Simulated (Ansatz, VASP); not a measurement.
**Two plane-wave programs on ZrN**

File INCAR:

```
SYSTEM = ZrN
  PREC = Accurate
  ENCUT = 520
  EDIFF = 1E-8
  ISMEAR = -1
  SIGMA = 0.01
  LREAL = .FALSE.
  LASPH = .TRUE.
  NELM = 120
  ALGO = Normal
  ISIF = 2
  LWAVE = .FALSE.
  LCHARG = .FALSE.
  GGA = PS
  LEFG = .TRUE.
  NBANDS = 16
  GGA_COMPAT = .FALSE.
```

The input KPOINTS:

```
Automatic mesh
0
G
  9 9 9
  0 0 0
```

POSCAR

```
ZrN
1.0
    0.0000000000      2.2842300000      2.2842300000
    2.2842300000      0.0000000000      2.2842300000
    2.2842300000      2.2842300000      0.0000000000
Zr N
1 1
Direct
    0.0000000000      0.0000000000      0.0000000000
    0.5000000000      0.5000000000      0.5000000000
```

Input for Ansatz:

```yaml
crystal:
  lattice:
    - [0.0, 2.28423, 2.28423]
    - [2.28423, 0.0, 2.28423]
    - [2.28423, 2.28423, 0.0]
  atoms:
    - { symbol: Zr, position: [0.0, 0.0, 0.0] }
    - { symbol: "N", position: [0.5, 0.5, 0.5] }
kpoints:
  mp_grid: { grid: [9, 9, 9] }
  band_path:
    path:
      - [0.0, 0.0, 0.0]
      - [0.5, 0.0, 0.5]
      - [0.625, 0.25, 0.625]
      - [0.375, 0.375, 0.75]
      - [0.0, 0.0, 0.0]
      - [0.5, 0.5, 0.5]
      - [0.5, 0.25, 0.75]
      - [0.5, 0.0, 0.5]
    npoints: 14
scf:
  occupations: { method: fermi_dirac, width: 0.01 }
hamiltonian:
  xc: pbesol
  pseudopotentials: { kind: paw }
output:
  forces: true
  stress: true
  eigenvalues: true
  efg: { contact_densities: true }
  populations: true
  bader: true
  dos: { projected: true, de: 0.2, e_range: [-14, 8] }
  write_density: true
  write_potential: true
  elf: true
  volumetric_format: npy
```

Alike in both runs: task electric field gradients; functional PBEsol; k mesh 9 × 9 × 9; occupations fermi-dirac, width 0.01 eV; no spin polarisation.

|  | VASP | Ansatz |
| --- | --- | --- |
| version | VASP 6.6.1 | Ansatz 0.2.0 |
| potentials or method | VASP PAW PBE potentials, release 64 (Zr_sv, N) | PAW with Ansatz's default frozen-core files, scalar-relativistic |
| plane-wave cutoff (eV) | 520 | 420 |
| valence electrons in the cell | 17 | 17 |

```csv
,VASP,Ansatz,Ansatz less VASP
pressure (GPa),-2.4,-2.8,-0.38
```

VASP's potentials were made for PBE, not for PBEsol.
